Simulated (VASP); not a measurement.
Crystal: CuO.

```
CELL_PARAMETERS angstrom
2.34185 -1.71130 0.00000
2.34185 1.71130 0.00000
-0.85003 0.00000 5.05787
ATOMIC_POSITIONS crystal
Cu 0.00000 0.50000 0.00000
Cu 0.50000 0.00000 0.50000
O 0.58160 0.41840 0.25000
O 0.41840 0.58160 0.75000
```

| Property | Result |
| --- | --- |
| Program | VASP 6.6.1 |
| Task | relaxation of cell and atoms |
| Functional | revpbe exchange, lyp correlation |
| Potentials or basis | VASP PAW PBE potentials, release 64 (Cu, O) |
| Cutoff | 600 eV |
| k mesh | 12 × 12 × 7, shifted |
| Occupations | gaussian, width 0.1 eV |
| Spin | no spin polarisation |

At the start: pressure 17.6 GPa; volume 10.13 Å³/atom.

Task: How do energy, volume and symmetry change on relaxing?

Result: Over 44 steps the energy falls by 120.0 meV/atom and the volume is 11.95 Å³/atom (+17.9 %); space group C2/c (No. 15, to 0.1 Å) before, Cccm (No. 66, to 0.1 Å).

Step by step:
```
step  energy change (eV)  largest force (eV/Å)  pressure (GPa)  volume (Å³)
   1              0.0000                0.1297           17.56        40.54
   3             -0.2225                0.3912            0.02        44.98
   5             -0.3153                0.2156            0.23        46.18
   7             -0.3322                0.0759            0.53        46.81
   9             -0.4181                0.0733           -2.22        48.62
  11             -0.4309                0.0310           -3.21        49.21
  13             -0.4689                0.0084            1.25        47.41
  15             -0.4754                0.0436           -0.11        47.73
  17             -0.4778                0.0620            0.40        47.60
  19             -0.4790                0.0357           -0.48        47.94
  21             -0.4797                0.0019           -0.24        47.88
  23             -0.4797                0.0047           -0.17        47.86
  25             -0.4797                0.0035           -0.16        47.86
  27             -0.4798                0.0006            0.04        47.78
  29             -0.4798                0.0017           -0.02        47.79
  31             -0.4798                0.0013           -0.02        47.78
  33             -0.4798                0.0010            0.05        47.77
  35             -0.4798                0.0004            0.02        47.77
  37             -0.4798                0.0001            0.01        47.77
  39             -0.4798                0.0001            0.01        47.77
  41             -0.4798                0.0005            0.00        47.78
  43             -0.4798                0.0012            0.01        47.79
  44             -0.4798                0.0008            0.00        47.78
```

Final structure:
```xyz
4
Lattice="2.1902 -2.0687 0.1705 2.1902 2.0687 0.1705 -0.4310 0.0000 5.2395" Properties=species:S:1:pos:R:3 pbc="T T T"
Cu    1.0951    1.0344    0.0852
Cu    0.8796   -1.0344    2.7050
O     2.0824   -0.0041    1.4804
O     1.8669    0.0041    4.1001
```

Caveat: the volume moved by over 15 % at a fixed basis, so the end points are rough; the PAW data sets were made with another functional, which shifts forces and pressure a little.
